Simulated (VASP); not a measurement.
# Pt (C2/c) in VASP: single point with PBE

Aim: the single point of Pt with PBE.

All numbers are computed with VASP 6.6.1; they aren't measurements. Logs are shortened: lines on timing, memory, paths and dates and some standing lists are left out, and cuts for length are marked.

### 1 The cell of the first run

The typed cell holds 2 atoms: a = 3.558 Å, b = 3.558 Å, c = 3.723 Å, α = 90.00°, β = 90.00°, γ = 134.88°.

### 2 Single point, PBE, collinear spin

File INCAR:

```
SYSTEM = Pt
PREC = Accurate ; ENCUT = 520
EDIFF = 1E-6 ; ISMEAR = -1
SIGMA = 0.05 ; LREAL = .FALSE.
LASPH = .TRUE. ; NELM = 150
ALGO = Normal ; ISIF = 2
LWAVE = .FALSE. ; LCHARG = .TRUE.
ISPIN = 2 ; MAGMOM = 1 1
LORBIT = 11 ; LMAXMIX = 4
GGA = PE ; LVHAR = .TRUE.
ISYM = 0 ; NBANDS = 21
KPAR = 4
```

File KPOINTS:

```
Automatic mesh
0
G
  13 13 9
  0 0 0
```

File POSCAR:

```
Pt
1.0
   -2.1453216574      2.5019765715      1.3416527971
    2.5019765715     -2.1453216574      1.3416527971
    2.5868805466      2.5868805466     -0.6884386687
Pt
2
Direct
    0.0159283149      0.9840716851      1.0000000000
    0.7340716851      0.2659283149      0.5000000000
```

Potentials or basis: VASP PAW PBE potentials, release 64 (Pt).

On the command line:

```sh
cat potpaw_PBE.64/Pt/POTCAR > POTCAR
mpirun -np 4 vasp_std > vasp.out
```

OUTCAR:

```text
SYSTEM = Pt
   PREC = Accurate
   ENCUT = 520
   EDIFF = 1E-6
   ISMEAR = -1
   LREAL = .FALSE.
   LASPH = .TRUE.
   NELM = 150
   ISIF = 2
   ISPIN = 2
   LORBIT = 11
   GGA = PE
   ISYM = 0

 ion  position               nearest neighbor table
   1  0.016  0.984  0.000-   2 2.63   2 2.63   2 2.72   2 2.72   2 2.72   2 2.72
   2  0.734  0.266  0.500-   1 2.63   1 2.63   1 2.72   1 2.72   1 2.72   1 2.72

IMPORTANT INFORMATION: All symmetrisations will be switched off!
NOSYMM: (Re-)initialisation of all symmetry stuff for point group C_1.

----------------------------------------------------------------------------------------

                                     Primitive cell

  volume of cell :      33.3998

  direct lattice vectors                    reciprocal lattice vectors
    -2.145321657  2.501976572  1.341652797    -0.059694184  0.155484604  0.359942557
     2.501976572 -2.145321657  1.341652797     0.155484604 -0.059694184  0.359942557
     2.586880547  2.586880547 -0.688438669     0.186679643  0.186679643 -0.049625516

  length of vectors
     3.558415941  3.558415941  3.722613292     0.396607491  0.396607491  0.268628499

  position of ions in fractional coordinates (direct lattice)
     0.015928315  0.984071685  0.000000000
     0.734071685  0.265928315  0.500000000

  ion indices of the primitive-cell ions
   primitive index   ion index
                 1           1
                 2           2

----------------------------------------------------------------------------------------

 KPOINTS: Automatic mesh

Automatic generation of k-mesh.
 Grid dimensions read from file:
 generate k-points for:   13   13    9

 Generating k-lattice:

  Cartesian coordinates                     Fractional coordinates (reciprocal lattice)
    -0.004591860  0.011960354  0.027687889     0.076923077  0.000000000  0.000000000
     0.011960354 -0.004591860  0.027687889     0.000000000  0.076923077  0.000000000
     0.020742183  0.020742183 -0.005513946    -0.000000000 -0.000000000  0.111111111

  Length of vectors
     0.030508269  0.030508269  0.029847611

  Shift w.r.t. Gamma in fractional coordinates (k-lattice)
     0.000000000  0.000000000  0.000000000

 Subroutine IBZKPT returns following result:
 ===========================================

 Found    761 irreducible k-points:

 Following reciprocal coordinates:
            Coordinates               Weight
  0.000000  0.000000  0.000000      1.000000
  0.076923  0.000000 -0.000000      2.000000
 -0.000000 -0.076923  0.000000      2.000000
  0.153846  0.000000 -0.000000      2.000000
 -0.000000 -0.153846  0.000000      2.000000
  0.230769  0.000000 -0.000000      2.000000
[... 16 lines left out ...]
  0.461538  0.076923 -0.000000      2.000000
 -0.076923 -0.461538  0.000000      2.000000
 [... further k-points ...]
   k-points           NKPTS =    761   k-points in BZ     NKDIM =    761   number of bands    NBANDS=     21
   number of dos      NEDOS =    301   number of ions     NIONS =      2
   total plane-waves  NPLWV =  21952
   dimension x,y,z NGX =    28 NGY =   28 NGZ =   28
   dimension x,y,z NGXF=    56 NGYF=   56 NGZF=   56
   ions per type =               2
   NGX,Y,Z   is equivalent  to a cutoff of  13.08, 13.08, 12.50 a.u.
   NGXF,Y,Z  is equivalent  to a cutoff of  26.16, 26.16, 25.01 a.u.
 SYSTEM =  Pt
   PREC   = accura    normal or accurate (medium, high low for compatibility)
   ISTART =      0    job   : 0-new  1-cont  2-samecut
   ICHARG =      2    charge: 1-file 2-atom 10-const
   ISPIN  =      2    spin polarized calculation?
   LNONCOLLINEAR =      F non collinear calculations
   LSORBIT =      F    spin-orbit coupling
   LASPH  =      T    aspherical Exc in radial PAW
   ENCUT  =  520.0 eV  38.22 Ry    6.18 a.u.   6.62  6.62  6.92*2*pi/ulx,y,z
   NELM   =    150;   NELMIN=  2; NELMDL= -5     # of ELM steps
   EDIFF  = 0.1E-05   stopping-criterion for ELM
   LREAL  =      F    real-space projection
   EDIFFG = 0.1E-04   stopping-criterion for IOM
   NSW    =      0    number of steps for IOM
   IBRION =     -1    ionic relax: 0-MD 1-quasi-New 2-CG
   NFREE  =      0    steps in history (QN), initial steepest desc. (CG)
   ISIF   =      2    stress and relaxation
   ISYM   =      0    0-nonsym 1-usesym 2-fastsym
   POTIM  = 0.5000    time-step for ionic-motion
   TEBEG  =    0.0;   TEEND  =   0.0 temperature during run
   PSTRESS=    0.0 pullay stress
   NELECT =      20.0000    total number of electrons
   NUPDOWN=      -1.0000    fix difference up-down
   EMIN   =  10.00;   EMAX   =-10.00  energy-range for DOS
   EFERMI =   0.00;   METHOD = LEGACY
   ISMEAR =    -1;   SIGMA  =   0.05  broadening in eV -4-tet -1-fermi 0-gaus
   EFERMI_NEDOS =   21; number of points for ismear=-14 and -15
   IALGO  =     38    algorithm
   IMIX   =      4    mixing-type and parameters
     AMIX     =   0.40;   BMIX     =  1.00
     AMIX_MAG =   1.60;   BMIX_MAG =  1.00
  volume/ion in A,a.u.               =      16.70       112.70
  Fermi-wavevector in a.u.,A,eV,Ry     =   1.379866  2.607569 25.905904  1.904030
  Thomas-Fermi vector in A             =   2.504796
   LORBIT       =     11    0 simple, 1 ext, 2 COOP (PROOUT), +10 PAW based schemes
   GGA     = PE    functional components
   LHFCALC =     F    Hartree Fock is set to
   AEXX    =    0.0000 exact exchange contribution
   IVDW    =     0    specifies the selected vdW correction
   LEPSILON=     F    determine dielectric tensor
   LRPA    =     F    only Hartree local field effects (RPA)
 spin polarized calculation
  energy-cutoff  :      520.00
  volume of cell :       33.40
 maximum number of plane-waves:       915
   NGX = 13   NGY = 13   NGZ = 13

 number of electron      20.0000003 magnetization      -0.0013264

 number of electron      20.0000003 magnetization       0.0008143

 Free energy of the ion-electron system (eV)
  ---------------------------------------------------
  ext. energy  EPLUGINS =         0.00000000
  ---------------------------------------------------
  free energy    TOTEN  =       -11.90066094 eV

  energy without entropy =      -11.87820880  energy(sigma->0) =      -11.88943487

 E-fermi :   9.6277     XC(G=0): -12.8116

 val. band max:        9.6188982160   @ k =  -0.3077   0.3077  -0.1111
 cond. band min:       9.6283671547   @ k =  -0.4615   0.4615   0.1111
 fundamental gap:      0.0094689386
 Fermi energy:         9.6276522519

 spin component 1

 k-point     1 :       0.0000    0.0000    0.0000
  band No.  band energies     occupation
      1       0.3020      1.00000
      2       3.2989      1.00000
      3       4.2040      1.00000
      4       4.3132      1.00000
      5       5.3118      1.00000
      6       7.4557      1.00000
[... 13 lines left out ...]
     20      30.2887      0.00000
     21      31.1070      0.00000

 k-point     2 :       0.0769    0.0000   -0.0000
  band No.  band energies     occupation
      1       0.4895      1.00000
      2       3.3912      1.00000
      3       4.3316      1.00000
      4       4.3616      1.00000
      5       5.4488      1.00000
      6       7.2630      1.00000
[... 13 lines left out ...]
     20      31.5663      0.00000
     21      32.3112      0.00000

 k-point     3 :      -0.0000   -0.0769    0.0000
  band No.  band energies     occupation
      1       0.4895      1.00000
      2       3.3912      1.00000
      3       4.3316      1.00000
      4       4.3616      1.00000
      5       5.4488      1.00000
      6       7.2630      1.00000
[... 13 lines left out ...]
     20      31.5663      0.00000
     21      32.3076      0.00000
[... 457 lines left out ...]
 k-point    23 :       0.4615    0.0769   -0.0000
  band No.  band energies     occupation
      1       3.4927      1.00000
      2       3.7944      1.00000
      3       4.0879      1.00000
      4       4.6118      1.00000
      5       6.5718      1.00000
      6       7.3927      1.00000
[... 13 lines left out ...]
     20      27.4296      0.00000
     21      30.9335      0.00000

 k-point    24 :      -0.0769   -0.4615    0.0000
  band No.  band energies     occupation
      1       3.4927      1.00000
      2       3.7944      1.00000
      3       4.0879      1.00000
      4       4.6118      1.00000
      5       6.5718      1.00000
      6       7.3927      1.00000
[... 13 lines left out ...]
     20      27.4296      0.00000
     21      30.9335      0.00000

 [... further k-points ...]

 spin component 2

 k-point     1 :       0.0000    0.0000    0.0000
  band No.  band energies     occupation
      1       0.3019      1.00000
      2       3.2990      1.00000
      3       4.2041      1.00000
      4       4.3133      1.00000
      5       5.3118      1.00000
      6       7.4560      1.00000
[... 13 lines left out ...]
     20      30.2887      0.00000
     21      31.1070      0.00000

 k-point     2 :       0.0769    0.0000   -0.0000
  band No.  band energies     occupation
      1       0.4895      1.00000
      2       3.3913      1.00000
      3       4.3316      1.00000
      4       4.3617      1.00000
      5       5.4489      1.00000
      6       7.2632      1.00000
[... 13 lines left out ...]
     20      31.5663      0.00000
     21      32.3179      0.00000

 k-point     3 :      -0.0000   -0.0769    0.0000
  band No.  band energies     occupation
      1       0.4895      1.00000
      2       3.3913      1.00000
      3       4.3316      1.00000
      4       4.3617      1.00000
      5       5.4489      1.00000
      6       7.2632      1.00000
[... 13 lines left out ...]
     20      31.5663      0.00000
     21      32.3033      0.00000
[... 457 lines left out ...]
 k-point    23 :       0.4615    0.0769   -0.0000
  band No.  band energies     occupation
      1       3.4928      1.00000
      2       3.7945      1.00000
      3       4.0880      1.00000
      4       4.6119      1.00000
      5       6.5719      1.00000
      6       7.3928      1.00000
[... 13 lines left out ...]
     20      27.4296      0.00000
     21      30.9335      0.00000

 k-point    24 :      -0.0769   -0.4615    0.0000
  band No.  band energies     occupation
      1       3.4928      1.00000
      2       3.7945      1.00000
      3       4.0880      1.00000
      4       4.6119      1.00000
      5       6.5719      1.00000
      6       7.3928      1.00000
[... 13 lines left out ...]
     20      27.4296      0.00000
     21      30.9335      0.00000

 [... further k-points ...]

------------------------ aborting loop because EDIFF is reached ----------------------------------------

  FORCE on cell =-STRESS in cart. coord.  units (eV):
  Direction    XX          YY          ZZ          XY          YZ          ZX
  --------------------------------------------------------------------------------------
  -------------------------------------------------------------------------------------
  Total       -0.1080586     -0.1080622     -0.0946849     -0.0021257      0.0038788      0.0038782
  in kB       -5.1835380     -5.1837097     -4.5420053     -0.1019670      0.1860672      0.1860337
  external PRESSURE =      -4.9697510 kB  Pullay stress =       0.0000000 kB

 VOLUME and BASIS-vectors are now :
 -----------------------------------------------------------------------------
  energy-cutoff  :      520.00
  volume of cell :       33.40
      direct lattice vectors                 reciprocal lattice vectors
    -2.145321657  2.501976572  1.341652797    -0.059694184  0.155484604  0.359942557
     2.501976572 -2.145321657  1.341652797     0.155484604 -0.059694184  0.359942557
     2.586880547  2.586880547 -0.688438669     0.186679643  0.186679643 -0.049625516

 POSITION                                       TOTAL-FORCE (eV/Angst)
 -----------------------------------------------------------------------------------
      2.42795     -2.07130      1.34165         0.002987     -0.002987     -0.000000
      0.38397      2.55957      0.99743        -0.002987      0.002987      0.000000
 -----------------------------------------------------------------------------------
    total drift:                                0.000000     -0.000000     -0.000000

  FREE ENERGIE OF THE ION-ELECTRON SYSTEM (eV)
  ---------------------------------------------------
  free  energy   TOTEN  =       -11.9006609438 eV

  energy  without entropy=      -11.8782087953  energy(sigma->0) =      -11.88943487

 total charge

# of ion       s       p       d       tot
------------------------------------------
    1        0.671   0.542   8.011   9.224
    2        0.671   0.542   8.011   9.224
--------------------------------------------------
tot          1.342   1.084  16.022  18.449

 magnetization (x)

# of ion       s       p       d       tot
------------------------------------------
    1       -0.000  -0.000   0.000   0.000
    2       -0.000  -0.000   0.000   0.000
--------------------------------------------------
tot         -0.000  -0.000   0.000   0.000
```

Wall time 6.4 min (4 MPI ranks of Oxide Virtual Turin-like, shared host); peak memory 0.72 GiB.

What came out:

```
Free energy                                           : -11.9007 eV
Pressure                                              : -0.5 GPa
Largest force                                         : 0.004 eV/Å
Band gap on the k mesh                                : zero (filled and empty bands overlap)
Net moment                                            : 0.00 μB per cell
Valence electrons inside the program's atomic spheres : Pt 9.22
```

Forces on the atoms (eV/Å):
```
Pt   0.003 -0.003  0.000
Pt  -0.003  0.003  0.000
```

Levels at points of the mesh, in eV from the Fermi level:
Spin up:
```
           k point  band 8  band 9  band 10  band 11  band 12  band 13
(0.00, 0.00, 0.00)   -1.69   -0.89    -0.45     0.73     3.60     7.15
```
Spin down:
| k point | band 6 | band 7 | band 8 | band 9 | band 10 | band 11 | band 12 | band 13 | band 14 | band 15 |
| --- | --- | --- | --- | --- | --- | --- | --- | --- | --- | --- |
| (0.00, 0.00, 0.00) | -2.17 | -1.83 | -1.69 | -0.89 | -0.45 | 0.73 | 3.60 | 7.15 | 9.74 | 15.63 |

Caveat: spin-orbit coupling is left out, which moves the levels of the heavy elements.
